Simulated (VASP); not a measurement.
Wanted: the native input for a VASP 6.6.1 run.

- Task: electric field gradients
- Functional: PBE
- Potentials or basis: VASP PAW PBE potentials, release 64 (W_sv, S)
- Cutoff: 520 eV
- k mesh: 13 × 13 × 13
- Occupations: fermi-dirac, width 0.08 eV
- Spin: no spin polarisation
- Dipole correction: no
- Further INCAR settings: ALGO = Normal; EDIFF = 1e-08; NBANDS = 20

The structure of WS2 lies in POSCAR:

```
WS2
1.0
    1.5576599252      0.8993153771      6.0800315456
   -1.5576599252      0.8993153771      6.0800315456
    0.0000000000     -1.7986307542      6.0800315456
W S
1 2
Direct
    0.0000000000      0.0000000000      0.0000000000
    0.7503000000      0.7503000000      0.7503000000
    0.5810000000      0.5810000000      0.5810000000
```

One way to write it, as run:

INCAR

```
  PREC = Accurate
  ENCUT = 520
  EDIFF = 1E-8
  ISMEAR = -1
  SIGMA = 0.08
  LREAL = False
  LASPH = True
  NELM = 100
  ALGO = Normal
  ISIF = 2
  LWAVE = False
  LCHARG = False
  GGA = PE
  LEFG = True
  NBANDS = 20
```

KPOINTS

```
Automatic mesh
0
Gamma
  13 13 13
```

Potentials or basis: VASP PAW PBE potentials, release 64 (W_sv, S).

The run is started by

```console
$ cat potpaw_PBE.64/W_sv/POTCAR potpaw_PBE.64/S/POTCAR > POTCAR
$ mpirun -np 1 vasp_std > vasp.out
```

It gave:

```
Pressure                                : 12.4 GPa
Largest force                           : 1.316 eV/Å
Band gap on the k mesh                  : 1.05 eV (least direct gap 2.23 eV)
Largest electric field gradient by atom : W -162.0; S -51.8, -44.0 V/Å²
```

Caveat: the cell stands under pressure; without QUAD_EFG the Cq values of the log hold for a quadrupole moment of 1 mb, not for the nuclei; spin-orbit coupling is left out, which moves the levels of the heavy elements; forces of over 1 eV/Å act on the atoms, so gaps and moduli don't describe the material at rest.

Wall time 7.6 min on 1 thread of Intel(R) Xeon(R) Platinum 8488C (Sapphire Rapids) (shared host), peak memory 0.46 GiB.
